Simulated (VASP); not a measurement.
Here is a VASP 6.6.1 calculation.

The input POSCAR:

```
HCl
1.0
    0.0000000000      2.7449970000      2.7449970000
    2.7449970000      0.0000000000      2.7449970000
    2.7449970000      2.7449970000      0.0000000000
H Cl
1 1
Direct
    0.0000000000      0.0000000000      0.0000000000
    0.5000000000      0.5000000000      0.5000000000
```

Contents of INCAR.step1:

```
ALGO     = Normal         # electronic algorithm
EDIFF    = 1E-4           # SCF threshold, eV
ENCUT    = 600            # plane-wave cutoff, eV
GGA      = PE             # functional
ISMEAR   = 1              # smearing method
ISYM     = 0            
LASPH    = T              # aspherical terms in the spheres
LCHARG   = F              # write CHGCAR
LREAL    = F              # projectors in reciprocal space
LWAVE    = T              # write WAVECAR
NELM     = 80             # most SCF steps
PREC     = Accurate       # precision mode
SIGMA    = 0.001          # smearing width, eV
```

File INCAR.step2:

```
ALGO     = Normal         # electronic algorithm
EDIFF    = 1E-7           # SCF threshold, eV
EDIFFG   = -0.01          # ionic threshold
ENCUT    = 600            # plane-wave cutoff, eV
IBRION   = 2              # ionic algorithm
ISIF     = 3              # what is computed and relaxed
ISMEAR   = 1              # smearing method
ISTART   = 1            
ISYM     = 0            
LASPH    = T              # aspherical terms in the spheres
LCHARG   = F              # write CHGCAR
LMIXTAU  = T            
LREAL    = F              # projectors in reciprocal space
LWAVE    = F              # write WAVECAR
METAGGA  = R2SCAN         # meta-GGA
NELM     = 80             # most SCF steps
NSW      = 60             # ionic steps
PREC     = Accurate       # precision mode
SIGMA    = 0.001          # smearing width, eV
```

Contents of KPOINTS:

```
Automatic mesh
0
Gamma
  6 6 6
  0.5 0.5 0.5
```

Potentials or basis: VASP PAW PBE potentials, release 64 (H, Cl).

Run with:

```sh
$ cat potpaw_PBE.64/H/POTCAR potpaw_PBE.64/Cl/POTCAR > POTCAR
$ cp INCAR.step1 INCAR
$ mpirun -np 1 vasp_std > vasp.out
$ cp INCAR.step2 INCAR
$ mpirun -np 1 vasp_std > vasp.out
```

Question: Predict the relaxed volume.

Answer: 11.51 Å³/atom.

Question: Predict the relaxed cell.

Answer: a = 3.193 Å, b = 3.193 Å, c = 3.193 Å, α = 60.00°, β = 60.00°, γ = 60.00°.

Step by step:
| step | energy change (eV) | largest force (eV/Å) | pressure (GPa) | volume (Å³) |
| --- | --- | --- | --- | --- |
| 1 | 0.0000 | 0.0000 | -10.01 | 41.37 |
| 2 | -0.4690 | 0.0000 | -10.39 | 34.10 |
| 3 | -0.5503 | 0.0000 | 30.01 | 17.50 |
| 4 | -0.8942 | 0.0000 | -6.13 | 26.53 |
| 5 | -0.9673 | 0.0000 | 2.29 | 22.28 |
| 6 | -0.9721 | 0.0000 | -0.59 | 23.25 |
| 7 | -0.9725 | 0.0000 | 0.22 | 22.95 |
| 8 | -0.9725 | 0.0000 | 0.01 | 23.02 |

Caveat: the volume moved by over 15 % at a fixed basis, so the end points are rough; the PAW data sets were made with another functional, which shifts forces and pressure a little; the volume moved by -44 % from the deposited cell, more than functionals usually miss.
